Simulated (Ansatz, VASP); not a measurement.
One calculation of SrTiO3, two programs

```xyz
10
Lattice="-2.7435 2.7161 3.9043 2.7435 -2.7161 3.9043 2.7435 2.7161 -3.9043" Properties=species:S:1:pos:R:3 pbc="T T T"
Sr    0.0000    2.7161    1.9522
Sr    2.7435    0.0000    1.9522
Ti    0.0000    0.0000    0.0000
Ti    0.0000    0.0000    3.9043
O     0.0000    0.0000    1.9522
O     0.0000    0.0000    5.8565
O     1.2365    3.9403    0.0000
O     1.5070    1.2242    0.0000
O     1.5070   -1.2242    3.9043
O     1.2365    1.4919    3.9043
```

Change from the starting cell: strain -0.0100 x Voigt [0, 1, 0, 0, 0, 0], atoms carried along.

Alike in both runs: task single point; functional PBEsol; k mesh 8 × 8 × 8; occupations gaussian, width 0.05 eV; no spin polarisation.

|  | VASP | Ansatz |
| --- | --- | --- |
| version | VASP 6.6.1 | Ansatz 0.2.0 |
| potentials or method | VASP PAW PBE potentials, release 64 (Sr_sv, Ti_sv, O), cutoff 520 eV | scalar-relativistic, plane waves, PAW |
| valence electrons in the cell | 80 | 80 |

VASP gave:

```
gap on the k mesh at the Fermi level (eV)                     : 1.94
least direct gap on the mesh (eV)                             : 1.95
pressure (GPa)                                                : 2.6
traceless stress, the component that is largest in VASP (GPa) : 1.58
rms of the force components (eV/Å)                            : 0.006
```

Question: What did Ansatz give for the same quantities?

Answer: gap on the k mesh at the Fermi level (eV): 1.98; least direct gap on the mesh (eV): 1.98; pressure (GPa): 1.9; traceless stress, the component that is largest in VASP (GPa): 1.58; rms of the force components (eV/Å): 0.008.

VASP's potentials were made for PBE, not for PBEsol. Atom by atom the forces differ by 0.002 eV/Å (rms over components). With one functional, cell and mesh, what is left measures potentials, basis and numerics.
